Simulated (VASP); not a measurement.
# Mg (Fm-3m) in VASP: notebook, part 2 of 2

VASP 6.6.1. Earlier steps stand in the parts before.

## (3) Single point, PBEsol

INCAR reads:

```
  PREC = Accurate
  ENCUT = 520
  EDIFF = 1E-6
  ISMEAR = -1
  SIGMA = 0.05
  LREAL = False
  LASPH = True
  NELM = 80
  ALGO = Normal
  ISIF = 2
  LWAVE = False
  LCHARG = False
  GGA = PS
  NBANDS = 7
```

KPOINTS reads:

```
Automatic mesh
0
Gamma
  15 15 15
```

POSCAR reads:

```
Mg
1.0
    0.0000000000      2.2649685314      2.2649685314
    2.2649685314      0.0000000000      2.2649685314
    2.2649685314      2.2649685314      0.0000000000
Mg
1
Direct
    0.0000000000      0.0000000000      0.0000000000
```

Potentials or basis: VASP PAW PBE potentials, release 64 (Mg).

On the command line:

```console
$ cat potpaw_PBE.64/Mg/POTCAR > POTCAR
$ mpirun -np 1 vasp_std > vasp.out
```

OUTCAR:

```text
PREC = Accurate
   ENCUT = 520
   EDIFF = 1E-6
   ISMEAR = -1
   LREAL = False
   LASPH = True
   NELM = 80
   ISIF = 2
   GGA = PS

 ion  position               nearest neighbor table
   1  0.000  0.000  0.000-

  LATTYP: Found a face centered cubic cell.
 ALAT       =     4.5299370628

  Lattice vectors:

 A1 = (   0.0000000000,   2.2649685314,   2.2649685314)
 A2 = (   2.2649685314,   0.0000000000,   2.2649685314)
 A3 = (   2.2649685314,   2.2649685314,   0.0000000000)

Analysis of symmetry for initial positions (statically):
=====================================================================
 Subroutine PRICEL returns:
 Original cell was already a primitive cell.

 Routine SETGRP: Setting up the symmetry group for a
 face centered cubic supercell.

 Subroutine GETGRP returns: Found 48 space group operations
 (whereof 48 operations were pure point group operations)
 out of a pool of 48 trial point group operations.

The static configuration has the point symmetry O_h .

Analysis of symmetry for dynamics (positions and initial velocities):
=====================================================================
 Subroutine PRICEL returns:
 Original cell was already a primitive cell.

 Routine SETGRP: Setting up the symmetry group for a
 face centered cubic supercell.

 Subroutine GETGRP returns: Found 48 space group operations
 (whereof 48 operations were pure point group operations)
 out of a pool of 48 trial point group operations.

The dynamic configuration has the point symmetry O_h .

 Subroutine INISYM returns: Found 48 space group operations
 (whereof 48 operations are pure point group operations),
 and found     1 'primitive' translations

----------------------------------------------------------------------------------------

                                     Primitive cell

  volume of cell :      23.2390

  direct lattice vectors                    reciprocal lattice vectors
     0.000000000  2.264968531  2.264968531    -0.220753619  0.220753619  0.220753619
     2.264968531  0.000000000  2.264968531     0.220753619 -0.220753619  0.220753619
     2.264968531  2.264968531  0.000000000     0.220753619  0.220753619 -0.220753619

  length of vectors
     3.203149215  3.203149215  3.203149215     0.382356484  0.382356484  0.382356484

  position of ions in fractional coordinates (direct lattice)
     0.000000000  0.000000000  0.000000000

  ion indices of the primitive-cell ions
   primitive index   ion index
                 1           1

----------------------------------------------------------------------------------------

 KPOINTS: Automatic mesh

Automatic generation of k-mesh.
 Grid dimensions read from file:
 generate k-points for:   15   15   15

 Generating k-lattice:

  Cartesian coordinates                     Fractional coordinates (reciprocal lattice)
    -0.014716908  0.014716908  0.014716908     0.066666667  0.000000000  0.000000000
     0.014716908 -0.014716908  0.014716908     0.000000000  0.066666667  0.000000000
     0.014716908  0.014716908 -0.014716908     0.000000000  0.000000000  0.066666667

  Length of vectors
     0.025490432  0.025490432  0.025490432

  Shift w.r.t. Gamma in fractional coordinates (k-lattice)
     0.000000000  0.000000000  0.000000000

 Subroutine IBZKPT returns following result:
 ===========================================

 Found    120 irreducible k-points:

 Following reciprocal coordinates:
            Coordinates               Weight
  0.000000  0.000000  0.000000      1.000000
  0.066667  0.000000  0.000000      8.000000
  0.133333  0.000000  0.000000      8.000000
  0.200000  0.000000  0.000000      8.000000
  0.266667  0.000000  0.000000      8.000000
  0.333333  0.000000  0.000000      8.000000
[... 16 lines left out ...]
  0.133333  0.133333  0.000000      6.000000
  0.200000  0.133333  0.000000     24.000000
 [... further k-points ...]
   k-points           NKPTS =    120   k-points in BZ     NKDIM =    120   number of bands    NBANDS=      7
   number of dos      NEDOS =    301   number of ions     NIONS =      1
   total plane-waves  NPLWV =  13824
   dimension x,y,z NGX =    24 NGY =   24 NGZ =   24
   dimension x,y,z NGXF=    48 NGYF=   48 NGZF=   48
   ions per type =               1
   NGX,Y,Z   is equivalent  to a cutoff of  12.46, 12.46, 12.46 a.u.
   NGXF,Y,Z  is equivalent  to a cutoff of  24.91, 24.91, 24.91 a.u.
 SYSTEM =  unknown system
   PREC   = accura    normal or accurate (medium, high low for compatibility)
   ISTART =      0    job   : 0-new  1-cont  2-samecut
   ICHARG =      2    charge: 1-file 2-atom 10-const
   ISPIN  =      1    spin polarized calculation?
   LNONCOLLINEAR =      F non collinear calculations
   LSORBIT =      F    spin-orbit coupling
   LASPH  =      T    aspherical Exc in radial PAW
   ENCUT  =  520.0 eV  38.22 Ry    6.18 a.u.   5.96  5.96  5.96*2*pi/ulx,y,z
   NELM   =     80;   NELMIN=  2; NELMDL= -5     # of ELM steps
   EDIFF  = 0.1E-05   stopping-criterion for ELM
   LREAL  =      F    real-space projection
   EDIFFG = 0.1E-04   stopping-criterion for IOM
   NSW    =      0    number of steps for IOM
   IBRION =     -1    ionic relax: 0-MD 1-quasi-New 2-CG
   NFREE  =      0    steps in history (QN), initial steepest desc. (CG)
   ISIF   =      2    stress and relaxation
   ISYM   =      2    0-nonsym 1-usesym 2-fastsym
   POTIM  = 0.5000    time-step for ionic-motion
   TEBEG  =    0.0;   TEEND  =   0.0 temperature during run
   PSTRESS=    0.0 pullay stress
   NELECT =       2.0000    total number of electrons
   NUPDOWN=      -1.0000    fix difference up-down
   EMIN   =  10.00;   EMAX   =-10.00  energy-range for DOS
   EFERMI =   0.00;   METHOD = LEGACY
   ISMEAR =    -1;   SIGMA  =   0.05  broadening in eV -4-tet -1-fermi 0-gaus
   EFERMI_NEDOS =   21; number of points for ismear=-14 and -15
   IALGO  =     38    algorithm
   IMIX   =      4    mixing-type and parameters
     AMIX     =   0.40;   BMIX     =  1.00
     AMIX_MAG =   1.60;   BMIX_MAG =  1.00
  volume/ion in A,a.u.               =      23.24       156.82
  Fermi-wavevector in a.u.,A,eV,Ry     =   0.722791  1.365877  7.108046  0.522427
  Thomas-Fermi vector in A             =   1.812843
   LORBIT       =      0    0 simple, 1 ext, 2 COOP (PROOUT), +10 PAW based schemes
   GGA     = PS    functional components
   LHFCALC =     F    Hartree Fock is set to
   AEXX    =    0.0000 exact exchange contribution
   IVDW    =     0    specifies the selected vdW correction
   LEPSILON=     F    determine dielectric tensor
   LRPA    =     F    only Hartree local field effects (RPA)
 non-spin polarized calculation
  energy-cutoff  :      520.00
  volume of cell :       23.24
 maximum number of plane-waves:       638
   NGX = 11   NGY = 11   NGZ = 11

 number of electron       2.0000000 magnetization

 Free energy of the ion-electron system (eV)
  ---------------------------------------------------
  ext. energy  EPLUGINS =         0.00000000
  ---------------------------------------------------
  free energy    TOTEN  =        -1.70980427 eV

  energy without entropy =       -1.70561765  energy(sigma->0) =       -1.70771096

 E-fermi :   2.4878     XC(G=0):  -8.4962

 val. band max:        2.4145095717   @ k =  -0.4000   0.2667   0.0667
 cond. band min:       2.5026608468   @ k =  -0.3333   0.4000   0.2000
 fundamental gap:      0.0881512751
 Fermi energy:         2.4877890687

 k-point     1 :       0.0000    0.0000    0.0000
  band No.  band energies     occupation
      1      -4.3485      2.00000
      2      14.7872      0.00000
      3      14.7872      0.00000
      4      14.7872      0.00000
      5      16.6573      0.00000
      6      16.6573      0.00000
      7      16.6573      0.00000
[... 221 lines left out ...]
 k-point    24 :       0.2000    0.1333    0.0000
  band No.  band energies     occupation
      1      -3.4699      2.00000
      2      10.5541      0.00000
      3      12.1665      0.00000
      4      12.8470      0.00000
      5      14.6111      0.00000
      6      15.7081      0.00000
      7      19.7611      0.00000

 [... further k-points ...]

------------------------ aborting loop because EDIFF is reached ----------------------------------------

  FORCE on cell =-STRESS in cart. coord.  units (eV):
  Direction    XX          YY          ZZ          XY          YZ          ZX
  --------------------------------------------------------------------------------------
  -------------------------------------------------------------------------------------
  Total       -0.1322524     -0.1322524     -0.1322524      0.0000000     -0.0000000     -0.0000000
  in kB       -9.1179598     -9.1179598     -9.1179598      0.0000000     -0.0000000     -0.0000000
  external PRESSURE =      -9.1179598 kB  Pullay stress =       0.0000000 kB

 VOLUME and BASIS-vectors are now :
 -----------------------------------------------------------------------------
  energy-cutoff  :      520.00
  volume of cell :       23.24
      direct lattice vectors                 reciprocal lattice vectors
     0.000000000  2.264968531  2.264968531    -0.220753619  0.220753619  0.220753619
     2.264968531  0.000000000  2.264968531     0.220753619 -0.220753619  0.220753619
     2.264968531  2.264968531  0.000000000     0.220753619  0.220753619 -0.220753619

 POSITION                                       TOTAL-FORCE (eV/Angst)
 -----------------------------------------------------------------------------------
      0.00000      0.00000      0.00000        -0.000000      0.000000      0.000000
 -----------------------------------------------------------------------------------
    total drift:                                0.000000     -0.000000     -0.000000

  FREE ENERGIE OF THE ION-ELECTRON SYSTEM (eV)
  ---------------------------------------------------
  free  energy   TOTEN  =        -1.7098042662 eV

  energy  without entropy=       -1.7056176497  energy(sigma->0) =       -1.70771096
```

stdout:

```text
POSCAR found type information on POSCAR Mg
 POSCAR found :  1 types and       1 ions
 scaLAPACK will be used
 -----------------------------------------------------------------------------
|                                                                             |
|                                                                             |
|     You enforced a specific xc type in the INCAR file but a different       |
|     I HOPE YOU KNOW WHAT YOU ARE DOING!                                     |
|                                                                             |
 -----------------------------------------------------------------------------

 LDA part: xc-table for (Slater+PW92), standard interpolation
 POSCAR, INCAR and KPOINTS ok, starting setup
 FFT: planning ... GRIDC
 FFT: planning ... GRID_SOFT
 FFT: planning ... GRID
 WAVECAR not read
 entering main loop
```

Run time: 7.1 s. Hardware: 1 thread of Intel Xeon Platinum 8259CL at 2.50GHz (Skylake/Cascade Lake), shared host; peak memory 0.15 GiB.

Results:

| Property | Result |
| --- | --- |
| Free energy | -1.7098 eV |
| Pressure | -0.9 GPa |
| Band gap on the k mesh | zero (bands 1 and 2 overlap by 2.22 eV) |

Caveat: the PAW data sets were made with another functional, which shifts forces and pressure a little.

## (4) Relaxation of cell and atoms, PBEsol, target pressure -0.86 GPa, at which the enthalpy is minimised

INCAR reads:

```
ALGO = Normal ; EDIFF = 1E-6
EDIFFG = -0.005 ; ENCUT = 600
GGA = PS ; IBRION = 2
ISIF = 3 ; ISMEAR = -1
LASPH = T ; LCHARG = F
LREAL = F ; LWAVE = F
NELM = 60 ; NSW = 60
PREC = Accurate ; PSTRESS = -8.6
SIGMA = 0.05
```

KPOINTS reads:

```
k-points
0
Gamma
  15 15 15
```

POSCAR is that of step 3.

On the command line:

```console
$ cat potpaw_PBE.64/Mg/POTCAR > POTCAR
$ mpirun -np 1 vasp_std > vasp.out
```

Wall time 14 s (1 thread of Intel Xeon Platinum 8259CL at 2.50GHz (Skylake/Cascade Lake), shared host); peak memory 0.17 GiB.

The run converged. Its results:

| Property | Result |
| --- | --- |
| Free energy | -1.7100 eV |
| Relaxed volume | 23.21 Å³/atom |
| Relaxed cell | a = 3.202 Å, b = 3.202 Å, c = 3.202 Å, α = 60.00°, β = 60.00°, γ = 60.00° |
| Space group after relaxing (to 0.1 Å) | Fm-3m (No. 225) |
| Energy change on relaxing (the run minimises the enthalpy) | -0.1 meV/atom |
| Ionic steps | 2 |
| Pressure after relaxing | -0.9 GPa |
| Band gap on the k mesh | zero (bands 1 and 2 overlap by 2.22 eV) |

Step by step:
| step | energy change (eV) | largest force (eV/Å) | pressure (GPa) | volume (Å³) |
| --- | --- | --- | --- | --- |
| 1 | 0.0000 | 0.0000 | -0.91 | 23.24 |
| 2 | -0.0001 | 0.0000 | -0.88 | 23.21 |

Final structure:
```yaml
crystal:
  lattice:
    - [0.00000, 2.26413, 2.26413]
    - [2.26413, 0.00000, 2.26413]
    - [2.26413, 2.26413, 0.00000]
  atoms:
    - { symbol: Mg, position: [0.00000, 0.00000, 0.00000] }
```

Levels at points of the mesh, in eV from the Fermi level:
```tsv
k point	band 1	band 2	band 3	band 4
(0.00, 0.00, 0.00)	-6.84	12.31	12.31	12.31
```

Caveat: the cell is relaxed towards a set pressure, so the run minimises the enthalpy, not the energy; the PAW data sets were made with another functional, which shifts forces and pressure a little.

## (5) Relaxation of cell and atoms, PBEsol, target pressure -0.86 GPa, at which the enthalpy is minimised

INCAR reads:

```
SYSTEM = Mg
PREC = Accurate
ENCUT = 600
EDIFF = 1E-7
ISMEAR = -1
SIGMA = 0.05
LREAL = .FALSE.
LASPH = .TRUE.
NELM = 80
ALGO = Normal
ISIF = 3
LWAVE = .FALSE.
LCHARG = .FALSE.
GGA = PS
IBRION = 2
NSW = 32
EDIFFG = -0.005
PSTRESS = -8.6
```

KPOINTS reads:

```
regular mesh
0
G
  15 15 15
  0 0 0
```

POSCAR is that of step 4.

On the command line:

```console
$ cat potpaw_PBE.64/Mg/POTCAR > POTCAR
$ mpirun -np 1 vasp_std > vasp.out
```

It took 14 s on 1 thread of Intel Xeon Platinum 8259CL at 2.50GHz (Skylake/Cascade Lake), shared host; peak memory 0.17 GiB.

The run converged. Its results:

- Free energy: -1.7100 eV
- Relaxed volume: 23.21 Å³/atom
- Relaxed cell: a = 3.202 Å, b = 3.202 Å, c = 3.202 Å, α = 60.00°, β = 60.00°, γ = 60.00°
- Space group after relaxing (to 0.1 Å): Fm-3m (No. 225)
- Energy change on relaxing (the run minimises the enthalpy): -0.1 meV/atom
- Ionic steps: 2
- Pressure after relaxing: -0.9 GPa
- Band gap on the k mesh: zero (bands 1 and 2 overlap by 2.22 eV)

Step by step:
| step | energy change (eV) | largest force (eV/Å) | pressure (GPa) | volume (Å³) |
| --- | --- | --- | --- | --- |
| 1 | 0.0000 | 0.0000 | -0.91 | 23.24 |
| 2 | -0.0001 | 0.0000 | -0.88 | 23.21 |

Final structure:
```cif
data_structure
_symmetry_space_group_name_H-M 'P 1'
_symmetry_Int_Tables_number 1
_cell_length_a 3.2020
_cell_length_b 3.2020
_cell_length_c 3.2020
_cell_angle_alpha 60.000
_cell_angle_beta 60.000
_cell_angle_gamma 60.000
_cell_volume 23.21
loop_
_atom_site_label
_atom_site_type_symbol
_atom_site_fract_x
_atom_site_fract_y
_atom_site_fract_z
_atom_site_occupancy
Mg1 Mg 0.00000 0.00000 0.00000 1
```

Levels at points of the mesh, in eV from the Fermi level:
```csv
k point,band 1,band 2,band 3,band 4,band 5
"(0.00, 0.00, 0.00)",-6.84,12.31,12.31,12.31,14.18
```

Caveat: the cell is relaxed towards a set pressure, so the run minimises the enthalpy, not the energy; the PAW data sets were made with another functional, which shifts forces and pressure a little.

The gap in the log of VASP goes by the Fermi energy; the results here count the filled bands.